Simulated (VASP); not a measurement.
# WC (Fm-3m) in VASP: settings compared, part 2 of 2

VASP 6.6.1.

**3. Density of states, PBEsol+U**

POSCAR

```
WC
1.0
    0.0000000000      2.1926840000      2.1926840000
    2.1926840000      0.0000000000      2.1926840000
    2.1926840000      2.1926840000      0.0000000000
W C
1 1
Direct
    0.0000000000      0.0000000000      0.0000000000
    0.5000000000      0.5000000000      0.5000000000
```

INCAR.step1

```
  PREC = Accurate
  ENCUT = 520
  EDIFF = 1E-6
  ISMEAR = -1
  SIGMA = 0.05
  LREAL = F
  LASPH = T
  NELM = 150
  ALGO = Normal
  ISIF = 2
  LWAVE = F
  LCHARG = T
  LMAXMIX = 4
  LDAU = T
  LDAUTYPE = 2
  LDAUL = 2 -1
  LDAUU = 4 0
  LDAUJ = 0 0
  LDAUPRINT = 1
  GGA = PS
  NBANDS = 16
```

KPOINTS.step1

```
Automatic mesh
0
Gamma
  10 10 10
```

INCAR.step2

```
  PREC = Accurate
  ENCUT = 520
  EDIFF = 1E-6
  ISMEAR = -5
  SIGMA = 0.05
  LREAL = F
  LASPH = T
  NELM = 150
  ALGO = Normal
  ISIF = 2
  LWAVE = F
  LCHARG = F
  LMAXMIX = 4
  LDAU = T
  LDAUTYPE = 2
  LDAUL = 2 -1
  LDAUU = 4 0
  LDAUJ = 0 0
  LDAUPRINT = 1
  GGA = PS
  LORBIT = 11
  NBANDS = 16
  NEDOS = 1001
  ICHARG = 11
```

KPOINTS.step2

```
Automatic mesh
0
Gamma
  15 15 15
```

Potentials or basis: VASP PAW PBE potentials, release 64 (W_sv, C).

On the command line:

```console
$ cat potpaw_PBE.64/W_sv/POTCAR potpaw_PBE.64/C/POTCAR > POTCAR
$ cp INCAR.step1 INCAR
$ cp KPOINTS.step1 KPOINTS
$ mpirun -np 1 vasp_std > vasp.out
$ cp INCAR.step2 INCAR
$ cp KPOINTS.step2 KPOINTS
$ mpirun -np 1 vasp_std > vasp.out
```

OUTCAR:

```text
PREC = Accurate
   ENCUT = 520
   EDIFF = 1E-6
   ISMEAR = -5
   LREAL = F
   LASPH = T
   NELM = 150
   ISIF = 2
   GGA = PS
   LORBIT = 11
   ICHARG = 11

 ion  position               nearest neighbor table
   1  0.000  0.000  0.000-   2 2.19   2 2.19   2 2.19   2 2.19   2 2.19   2 2.19
   2  0.500  0.500  0.500-   1 2.19   1 2.19   1 2.19   1 2.19   1 2.19   1 2.19

  LATTYP: Found a face centered cubic cell.
 ALAT       =     4.3853680000

  Lattice vectors:

 A1 = (   0.0000000000,   2.1926840000,   2.1926840000)
 A2 = (   2.1926840000,   0.0000000000,   2.1926840000)
 A3 = (   2.1926840000,   2.1926840000,   0.0000000000)

Analysis of symmetry for initial positions (statically):
=====================================================================
 Subroutine PRICEL returns:
 Original cell was already a primitive cell.

 Routine SETGRP: Setting up the symmetry group for a
 face centered cubic supercell.

 Subroutine GETGRP returns: Found 48 space group operations
 (whereof 48 operations were pure point group operations)
 out of a pool of 48 trial point group operations.

The static configuration has the point symmetry O_h .

Analysis of symmetry for dynamics (positions and initial velocities):
=====================================================================
 Subroutine PRICEL returns:
 Original cell was already a primitive cell.

 Routine SETGRP: Setting up the symmetry group for a
 face centered cubic supercell.

 Subroutine GETGRP returns: Found 48 space group operations
 (whereof 48 operations were pure point group operations)
 out of a pool of 48 trial point group operations.

The dynamic configuration has the point symmetry O_h .

 Subroutine INISYM returns: Found 48 space group operations
 (whereof 48 operations are pure point group operations),
 and found     1 'primitive' translations

----------------------------------------------------------------------------------------

                                     Primitive cell

  volume of cell :      21.0842

  direct lattice vectors                    reciprocal lattice vectors
     0.000000000  2.192684000  2.192684000    -0.228031034  0.228031034  0.228031034
     2.192684000  0.000000000  2.192684000     0.228031034 -0.228031034  0.228031034
     2.192684000  2.192684000  0.000000000     0.228031034  0.228031034 -0.228031034

  length of vectors
     3.100923451  3.100923451  3.100923451     0.394961337  0.394961337  0.394961337

  position of ions in fractional coordinates (direct lattice)
     0.000000000  0.000000000  0.000000000
     0.500000000  0.500000000  0.500000000

  ion indices of the primitive-cell ions
   primitive index   ion index
                 1           1
                 2           2
[... 88 lines left out ...]
   EFERMI =   0.00;   METHOD = LEGACY
   ISMEAR =    -5;   SIGMA  =   0.05  broadening in eV -4-tet -1-fermi 0-gaus
   EFERMI_NEDOS =   21; number of points for ismear=-14 and -15
   IALGO  =     38    algorithm
   IMIX   =      4    mixing-type and parameters
     AMIX     =   0.40;   BMIX     =  1.00
     AMIX_MAG =   1.60;   BMIX_MAG =  1.00
  volume/ion in A,a.u.               =      10.54        71.14
  Fermi-wavevector in a.u.,A,eV,Ry     =   1.553029  2.934800 32.815887  2.411900
  Thomas-Fermi vector in A             =   2.657319
   LORBIT       =     11    0 simple, 1 ext, 2 COOP (PROOUT), +10 PAW based schemes
 LDA+U is selected, type is set to LDAUTYPE =  2
   angular momentum for each species LDAUL =     2   -1
   U (eV)           for each species LDAUU =   4.0  0.0
   J (eV)           for each species LDAUJ =   0.0  0.0
   GGA     = PS    functional components
   LHFCALC =     F    Hartree Fock is set to
   AEXX    =    0.0000 exact exchange contribution
   IVDW    =     0    specifies the selected vdW correction
   LEPSILON=     F    determine dielectric tensor
   LRPA    =     F    only Hartree local field effects (RPA)
 non-spin polarized calculation
 Fermi weights with tetrahedron method with Bloechl corrections
  energy-cutoff  :      520.00
  volume of cell :       21.08
 maximum number of plane-waves:       578

atom =   1  type =  1  l = 2

 onsite density matrix

spin component  1

  0.3315  0.0000 -0.0000 -0.0000  0.0000
  0.0000  0.3315  0.0000  0.0000  0.0000
 -0.0000  0.0000  0.3410 -0.0000  0.0000
 -0.0000  0.0000 -0.0000  0.3315  0.0000
  0.0000  0.0000  0.0000  0.0000  0.3410

spin component  2

  0.3315  0.0000 -0.0000 -0.0000  0.0000
  0.0000  0.3315  0.0000  0.0000  0.0000
 -0.0000  0.0000  0.3410 -0.0000  0.0000
 -0.0000  0.0000 -0.0000  0.3315  0.0000
  0.0000  0.0000  0.0000  0.0000  0.3410

 occupancies and eigenvectors

  o =  0.3315  v =  1.0000  0.0000  0.0000  0.0000  0.0000  0.0000  0.0000  0.0000  0.0000  0.0000      0.0000  0.0000  0.0000  0.0000  0.0000  0.0000  0.0000  0.0000  0.0000  0.0000
  o =  0.3315  v =  0.0000  0.0000  0.0000  0.0000  0.0000  1.0000  0.0000  0.0000  0.0000  0.0000      0.0000  0.0000  0.0000  0.0000  0.0000  0.0000  0.0000  0.0000  0.0000  0.0000
  o =  0.3315  v =  0.0000  0.5451 -0.0000  0.8384 -0.0000  0.0000  0.0000  0.0000  0.0000  0.0000      0.0000  0.0000  0.0000  0.0000  0.0000  0.0000  0.0000  0.0000  0.0000  0.0000
  o =  0.3315  v =  0.0000  0.0000  0.0000  0.0000  0.0000  0.0000  0.5451 -0.0000  0.8384 -0.0000      0.0000  0.0000  0.0000  0.0000  0.0000  0.0000  0.0000  0.0000  0.0000  0.0000
  o =  0.3315  v =  0.0000  0.0000  0.0000  0.0000  0.0000  0.0000 -0.8384 -0.0000  0.5451  0.0000      0.0000  0.0000  0.0000  0.0000  0.0000  0.0000  0.0000  0.0000  0.0000  0.0000
  o =  0.3315  v =  0.0000 -0.8384 -0.0000  0.5451  0.0000  0.0000  0.0000  0.0000  0.0000  0.0000      0.0000  0.0000  0.0000  0.0000  0.0000  0.0000  0.0000  0.0000  0.0000  0.0000
  o =  0.3410  v =  0.0000  0.0000  0.0000  0.0000  0.0000  0.0000  0.0000 -1.0000 -0.0000  0.0000      0.0000  0.0000  0.0000  0.0000  0.0000  0.0000  0.0000  0.0000  0.0000  0.0000
  o =  0.3410  v =  0.0000  0.0000 -1.0000 -0.0000  0.0000  0.0000  0.0000  0.0000  0.0000  0.0000      0.0000  0.0000  0.0000  0.0000  0.0000  0.0000  0.0000  0.0000  0.0000  0.0000
  o =  0.3410  v =  0.0000  0.0000  0.0000  0.0000  0.0000  0.0000 -0.0000 -0.0000  0.0000 -1.0000      0.0000  0.0000  0.0000  0.0000  0.0000  0.0000  0.0000  0.0000  0.0000  0.0000
  o =  0.3410  v =  0.0000 -0.0000 -0.0000  0.0000 -1.0000  0.0000  0.0000  0.0000  0.0000  0.0000      0.0000  0.0000  0.0000  0.0000  0.0000  0.0000  0.0000  0.0000  0.0000  0.0000

 number of electron      18.0000001 magnetization

 Free energy of the ion-electron system (eV)
  ---------------------------------------------------
  ext. energy  EPLUGINS =         0.00000000
  ---------------------------------------------------
  free energy    TOTEN  =       -18.49407370 eV

  energy without entropy =      -18.49407370  energy(sigma->0) =      -18.49407370

 E-fermi :  12.5724     XC(G=0): -13.8511

 val. band max:       12.6192919931   @ k =  -0.3333   0.4000   0.2000
 cond. band min:      12.5352027647   @ k =   0.3333   0.0000   0.0000
 fundamental gap:     -0.0840892285
 Fermi energy:        12.5723709656

 k-point     1 :       0.0000    0.0000    0.0000
  band No.  band energies     occupation
      1     -63.3929      2.00000
      2     -27.3623      2.00000
      3     -27.3623      2.00000
      4     -27.3623      2.00000
      5      -3.4380      2.00000
      6       9.9027      2.00000
[... 433 lines left out ...]
      3     -27.4137      2.00000
      4     -27.4075      2.00000
      5      -2.4035      2.00000
      6       6.8214      2.00000
[... 8 lines left out ...]
     15      24.2603      0.00000
     16      29.7113      0.00000

 [... further k-points ...]
[... 5 lines left out ...]
  --------------------------------------------------------------------------------------
  -------------------------------------------------------------------------------------
  Total       -0.2765316     -0.2765316     -0.2765316      0.0000000     -0.0000000      0.0000000
  in kB      -21.0134400    -21.0134400    -21.0134400      0.0000000     -0.0000000      0.0000000
  external PRESSURE =     -21.0134400 kB  Pullay stress =       0.0000000 kB

 VOLUME and BASIS-vectors are now :
 -----------------------------------------------------------------------------
  energy-cutoff  :      520.00
  volume of cell :       21.08
      direct lattice vectors                 reciprocal lattice vectors
     0.000000000  2.192684000  2.192684000    -0.228031034  0.228031034  0.228031034
     2.192684000  0.000000000  2.192684000     0.228031034 -0.228031034  0.228031034
     2.192684000  2.192684000  0.000000000     0.228031034  0.228031034 -0.228031034

 POSITION                                       TOTAL-FORCE (eV/Angst)
 -----------------------------------------------------------------------------------
      0.00000      0.00000      0.00000         0.000000      0.000000     -0.000000
      2.19268      2.19268      2.19268        -0.000000     -0.000000      0.000000
 -----------------------------------------------------------------------------------
    total drift:                                0.000000     -0.000000     -0.000000

  FREE ENERGIE OF THE ION-ELECTRON SYSTEM (eV)
  ---------------------------------------------------
  free  energy   TOTEN  =       -18.4940737022 eV

  energy  without entropy=      -18.4940737022  energy(sigma->0) =      -18.49407370

 total charge

# of ion       s       p       d       tot
------------------------------------------
    1        2.322   6.374   3.291  11.986
    2        0.850   1.591   0.000   2.441
--------------------------------------------------
tot          3.172   7.965   3.291  14.428
```

Run time: 17 s. Hardware: 1 thread of Intel Xeon Platinum 8559C (Emerald Rapids), shared host; peak memory 0.16 GiB.

What came out:

```yaml
Valence_electrons_inside_the_program's_atomic_spheres: W 11.99; C 2.44
```

Levels at points of the mesh, in eV from the Fermi level:
| k point | band 7 | band 8 | band 9 | band 10 | band 11 | band 12 |
| --- | --- | --- | --- | --- | --- | --- |
| (0.00, 0.00, 0.00) | -2.67 | -2.67 | -1.17 | -1.17 | -1.17 | -0.87 |

Eigenvalues of the final occupation matrices:
```tsv
site	spin	trace	eigenvalues
site 1 d	1	1.68	0.33 0.33 0.33 0.34 0.34
site 1 d	2	1.68	0.33 0.33 0.33 0.34 0.34
```

Caveat: the PAW data sets were made with another functional, which shifts forces and pressure a little; spin-orbit coupling is left out, which moves the levels of the heavy elements; U without spin polarisation on a metal has little footing; the U is typed as a test and isn't derived for this compound; tetrahedron occupations give inexact forces and stress in metals.

**4. Density of states, PBEsol+U**

POSCAR is that of step 3.

INCAR.step1

```
SYSTEM = WC
ALGO = Normal
EDIFF = 1E-7
ENCUT = 520
GGA = PS
ISIF = 2
ISMEAR = -1
LASPH = .TRUE.
LCHARG = .TRUE.
LDAU = .TRUE.
LDAUJ = 0 0
LDAUL = 2 -1
LDAUPRINT = 1
LDAUTYPE = 2
LDAUU = 6 0
LMAXMIX = 4
LREAL = .FALSE.
LWAVE = .FALSE.
NBANDS = 16
NELM = 150
PREC = Accurate
SIGMA = 0.05
```

KPOINTS.step1

```
k-points
0
G
  10 10 10
  0 0 0
```

INCAR.step2

```
SYSTEM = WC
ALGO = Normal
EDIFF = 1E-7
ENCUT = 520
GGA = PS
ICHARG = 11
ISIF = 2
ISMEAR = -5
LASPH = .TRUE.
LCHARG = .FALSE.
LDAU = .TRUE.
LDAUJ = 0 0
LDAUL = 2 -1
LDAUPRINT = 1
LDAUTYPE = 2
LDAUU = 6 0
LMAXMIX = 4
LORBIT = 10
LREAL = .FALSE.
LWAVE = .FALSE.
NEDOS = 2001
NELM = 150
PREC = Accurate
SIGMA = 0.05
```

KPOINTS.step2

```
k-points
0
G
  15 15 15
  0 0 0
```

On the command line:

```console
$ cat potpaw_PBE.64/W_sv/POTCAR potpaw_PBE.64/C/POTCAR > POTCAR
$ cp INCAR.step1 INCAR
$ cp KPOINTS.step1 KPOINTS
$ mpirun -np 1 vasp_std > vasp.out
$ cp INCAR.step2 INCAR
$ cp KPOINTS.step2 KPOINTS
$ mpirun -np 1 vasp_std > vasp.out
```

It took 18 s on 1 thread of Intel Xeon Platinum 8559C (Emerald Rapids), shared host; peak memory 0.15 GiB.

Results (log left out):

- Valence electrons inside the program's atomic spheres: W 11.94; C 2.45

Levels at points of the mesh, in eV from the Fermi level:
| k point | band 6 | band 7 | band 8 | band 9 | band 10 | band 11 | band 12 | band 13 |
| --- | --- | --- | --- | --- | --- | --- | --- | --- |
| (0.00, 0.00, 0.00) | -2.64 | -2.64 | -2.64 | -1.28 | -1.28 | -1.28 | -0.83 | -0.83 |

Eigenvalues of the final occupation matrices:
```tsv
site	spin	trace	eigenvalues
site 1 d	1	1.65	0.33 0.33 0.33 0.33 0.33
site 1 d	2	1.65	0.33 0.33 0.33 0.33 0.33
```

Caveat: the bands computed are all filled at some k points, so no gap is given; the PAW data sets were made with another functional, which shifts forces and pressure a little; spin-orbit coupling is left out, which moves the levels of the heavy elements; the U is typed as a test and isn't derived for this compound.

**5. Density of states, PBEsol+U**

POSCAR is that of step 4.

INCAR.step1

```
SYSTEM = WC
PREC = Accurate ; ENCUT = 520
EDIFF = 1E-6 ; ISMEAR = -1
SIGMA = 0.05 ; LREAL = .False.
LASPH = .True. ; NELM = 150
ALGO = Normal ; ISIF = 2
LWAVE = .False. ; LCHARG = .True.
LMAXMIX = 4 ; LDAU = .True.
LDAUTYPE = 2 ; LDAUL = 2 -1
LDAUU = 8 0 ; LDAUJ = 0 0
LDAUPRINT = 1 ; GGA = PS
NBANDS = 16
```

KPOINTS.step1

```
regular mesh
0
Gamma
  10 10 10
  0 0 0
```

INCAR.step2

```
SYSTEM = WC
PREC = Accurate ; ENCUT = 520
EDIFF = 1E-6 ; ISMEAR = -5
SIGMA = 0.05 ; LREAL = .False.
LASPH = .True. ; NELM = 150
ALGO = Normal ; ISIF = 2
LWAVE = .False. ; LCHARG = .False.
LMAXMIX = 4 ; LDAU = .True.
LDAUTYPE = 2 ; LDAUL = 2 -1
LDAUU = 8 0 ; LDAUJ = 0 0
LDAUPRINT = 1 ; GGA = PS
LORBIT = 11 ; NBANDS = 16
NEDOS = 1001 ; ICHARG = 11
```

KPOINTS.step2

```
regular mesh
0
Gamma
  15 15 15
  0 0 0
```

Potentials or basis: VASP PAW PBE potentials, release 64 (W_sv, C).

On the command line:

```console
$ cat potpaw_PBE.64/W_sv/POTCAR potpaw_PBE.64/C/POTCAR > POTCAR
$ cp INCAR.step1 INCAR
$ cp KPOINTS.step1 KPOINTS
$ mpirun -np 1 vasp_std > vasp.out
$ cp INCAR.step2 INCAR
$ cp KPOINTS.step2 KPOINTS
$ mpirun -np 1 vasp_std > vasp.out
```

OUTCAR:

```text
SYSTEM = WC
   PREC = Accurate
   ENCUT = 520
   EDIFF = 1E-6
   ISMEAR = -5
   LREAL = .False.
   LASPH = .True.
   NELM = 150
   ISIF = 2
   GGA = PS
   LORBIT = 11
   ICHARG = 11

 ion  position               nearest neighbor table
   1  0.000  0.000  0.000-   2 2.19   2 2.19   2 2.19   2 2.19   2 2.19   2 2.19
   2  0.500  0.500  0.500-   1 2.19   1 2.19   1 2.19   1 2.19   1 2.19   1 2.19

  LATTYP: Found a face centered cubic cell.
 ALAT       =     4.3853680000

  Lattice vectors:

 A1 = (   0.0000000000,   2.1926840000,   2.1926840000)
 A2 = (   2.1926840000,   0.0000000000,   2.1926840000)
[... 684 lines left out ...]
  -------------------------------------------------------------------------------------
  Total        0.8573377      0.8573377      0.8573377      0.0000000     -0.0000000      0.0000000
  in kB       65.1484926     65.1484926     65.1484926      0.0000000     -0.0000000      0.0000000
  external PRESSURE =      65.1484926 kB  Pullay stress =       0.0000000 kB

 VOLUME and BASIS-vectors are now :
 -----------------------------------------------------------------------------
  energy-cutoff  :      520.00
  volume of cell :       21.08
      direct lattice vectors                 reciprocal lattice vectors
     0.000000000  2.192684000  2.192684000    -0.228031034  0.228031034  0.228031034
     2.192684000  0.000000000  2.192684000     0.228031034 -0.228031034  0.228031034
     2.192684000  2.192684000  0.000000000     0.228031034  0.228031034 -0.228031034

 POSITION                                       TOTAL-FORCE (eV/Angst)
 -----------------------------------------------------------------------------------
      0.00000      0.00000      0.00000        -0.000000      0.000000     -0.000000
      2.19268      2.19268      2.19268         0.000000     -0.000000      0.000000
 -----------------------------------------------------------------------------------
    total drift:                                0.000000     -0.000000     -0.000000

  FREE ENERGIE OF THE ION-ELECTRON SYSTEM (eV)
  ---------------------------------------------------
  free  energy   TOTEN  =       -14.0789791200 eV

  energy  without entropy=      -14.0789791200  energy(sigma->0) =      -14.07897912

 total charge

# of ion       s       p       d       tot
------------------------------------------
    1        2.336   6.389   3.169  11.894
    2        0.850   1.616   0.000   2.466
--------------------------------------------------
tot          3.186   8.005   3.169  14.359
```

OUTCAR.step1:

```text
SYSTEM = WC
   PREC = Accurate
   ENCUT = 520
   EDIFF = 1E-6
   ISMEAR = -1
   LREAL = .False.
[... 714 lines left out ...]
      0.00000      0.00000      0.00000        -0.000000     -0.000000     -0.000000
      2.19268      2.19268      2.19268         0.000000      0.000000      0.000000
 -----------------------------------------------------------------------------------
    total drift:                                0.000000     -0.000000     -0.000000

  FREE ENERGIE OF THE ION-ELECTRON SYSTEM (eV)
  ---------------------------------------------------
  free  energy   TOTEN  =       -14.0901780388 eV

  energy  without entropy=      -14.0813616738  energy(sigma->0) =      -14.08576986
```

It took 17 s on 1 thread of Intel Xeon Platinum 8559C (Emerald Rapids), shared host; peak memory 0.16 GiB.

What came out:

- Valence electrons inside the program's atomic spheres: W 11.89; C 2.47

Eigenvalues of the final occupation matrices:
```tsv
site	spin	trace	eigenvalues
site 1 d	1	1.62	0.32 0.32 0.32 0.33 0.33
site 1 d	2	1.62	0.32 0.32 0.32 0.33 0.33
```

Caveat: the PAW data sets were made with another functional, which shifts forces and pressure a little; spin-orbit coupling is left out, which moves the levels of the heavy elements; U without spin polarisation on a metal has little footing; the U is typed as a test and isn't derived for this compound; tetrahedron occupations give inexact forces and stress in metals.

**6. Density of states, PBEsol**

POSCAR is that of step 5.

INCAR.step1

```
ALGO = Normal ; EDIFF = 1E-7
ENCUT = 520 ; GGA = PS
ISIF = 2 ; ISMEAR = -1
LASPH = True ; LCHARG = True
LMAXMIX = 4 ; LREAL = False
LWAVE = False ; NBANDS = 16
NELM = 60 ; PREC = Accurate
SIGMA = 0.05
```

KPOINTS.step1

```
k-points
0
Gamma
  10 10 10
```

INCAR.step2

```
ALGO = Normal ; EDIFF = 1E-7
ENCUT = 520 ; GGA = PS
ICHARG = 11 ; ISIF = 2
ISMEAR = -5 ; LASPH = True
LCHARG = False ; LMAXMIX = 4
LORBIT = 11 ; LREAL = False
LWAVE = False ; NBANDS = 16
NEDOS = 1001 ; NELM = 60
PREC = Accurate ; SIGMA = 0.05
```

KPOINTS.step2

```
k-points
0
Gamma
  15 15 15
```

Potentials or basis: VASP PAW PBE potentials, release 64 (W_sv, C).

On the command line:

```console
$ cat potpaw_PBE.64/W_sv/POTCAR potpaw_PBE.64/C/POTCAR > POTCAR
$ cp INCAR.step1 INCAR
$ cp KPOINTS.step1 KPOINTS
$ mpirun -np 1 vasp_std > vasp.out
$ cp INCAR.step2 INCAR
$ cp KPOINTS.step2 KPOINTS
$ mpirun -np 1 vasp_std > vasp.out
```

Run time: 18 s. Hardware: 1 thread of AMD EPYC 9R45 (Zen 5), shared host; peak memory 0.13 GiB.

It converged, with:

```
Valence electrons inside the program's atomic spheres : W 12.07; C 2.42
```

Levels at points of the mesh, in eV from the Fermi level:
```tsv
k point	band 7	band 8	band 9	band 10	band 11	band 12
(0.00, 0.00, 0.00)	-2.72	-2.72	-0.99	-0.99	-0.99	-0.93
```

Caveat: the PAW data sets were made with another functional, which shifts forces and pressure a little; spin-orbit coupling is left out, which moves the levels of the heavy elements; tetrahedron occupations give inexact forces and stress in metals.
